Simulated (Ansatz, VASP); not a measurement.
**Two plane-wave programs on HfAlO**

Contents of INCAR:

```
PREC     = Accurate       # precision mode
ENCUT    = 600            # plane-wave cutoff, eV
EDIFF    = 1E-6           # SCF threshold, eV
ISMEAR   = 0              # smearing method
SIGMA    = 0.1            # smearing width, eV
LREAL    = F              # projectors in reciprocal space
LASPH    = T              # aspherical terms in the spheres
NELM     = 100            # most SCF steps
ALGO     = Normal         # electronic algorithm
ISIF     = 3              # what is computed and relaxed
LWAVE    = F              # write WAVECAR
LCHARG   = F              # write CHGCAR
GGA      = PE             # functional
IBRION   = 2              # ionic algorithm
NSW      = 90             # ionic steps
EDIFFG   = -0.04          # ionic threshold
```

KPOINTS

```
regular mesh
0
Gamma
  6 6 2
```

File POSCAR:

```
HfAlO
1.0
    3.3469320390      0.0000000000      0.0000000000
    0.0000000000      3.3469320390      0.0000000000
    0.0000000000      0.0000000000      7.6480656187
Hf Al O
2 2 2
Direct
    0.5000000000      0.0000000000      0.6796059755
    0.0000000000      0.5000000000      0.3203940245
    0.0000000000      0.0000000000      0.0000000000
    0.5000000000      0.5000000000      0.0000000000
    0.5000000000      0.0000000000      0.3963826442
    0.0000000000      0.5000000000      0.6036173558
```

Input for Ansatz:

```yaml
crystal:
  lattice:
    - [3.346932039, 0.0, 0.0]
    - [0.0, 3.346932039, 0.0]
    - [0.0, 0.0, 7.6480656187]
  atoms:
    - { symbol: Hf, position: [0.5, 0.0, 0.6796059755] }
    - { symbol: Hf, position: [0.0, 0.5, 0.3203940245] }
    - { symbol: Al, position: [0.0, 0.0, 0.0] }
    - { symbol: Al, position: [0.5, 0.5, 0.0] }
    - { symbol: O, position: [0.5, 0.0, 0.3963826442] }
    - { symbol: O, position: [0.0, 0.5, 0.6036173558] }
basis:
  ecutwfc: 420
kpoints:
  mp_grid: { grid: [6, 6, 2] }
hamiltonian:
  xc: pbe
scf:
  occupations: { method: gaussian, width: 0.1 }
  lower_state_search: "off"
output:
  forces: true
  stress: true
  eigenvalues: true
relax:
  adjacent_minimum: "off"
  f_tol: 0.04
  max_steps: 70
  cell: { stress_tol: 0.4 }
```

Change from the starting cell: species swapped into the BaMnGe type (P4/nmm, No. 129).

Alike in both runs: task relaxation of cell and atoms; functional PBE; k mesh 6 × 6 × 2; occupations gaussian, width 0.1 eV; no spin polarisation.

|  | VASP | Ansatz |
| --- | --- | --- |
| version | VASP 6.6.1 | Ansatz 0.2.0 |
| potentials or method | VASP PAW PBE potentials, release 64 (Hf_pv, Al, O), cutoff 600 eV | scalar-relativistic, plane waves, PAW |
| valence electrons in the cell | 38 | 70 |

```csv
,VASP,Ansatz,Ansatz less VASP
"gap on the k mesh at the Fermi level, each at its own relaxed structure (eV)",none,none,-
relaxed volume (Å³/atom),14.13,14.24,+0.110
relaxed length of the cell vector where the two differ most in proportion (Å),3.330,3.341,+0.0107
```

A gap of «none» marks a metal or a gap that the smearing closes. VASP's potentials hold 38 valence electrons a cell and Ansatz's 70, so a difference there can come from the potentials and not from the codes.

The k mesh is coarse, so the values compare programs but aren't converged. Neither program's run includes spin-orbit coupling.
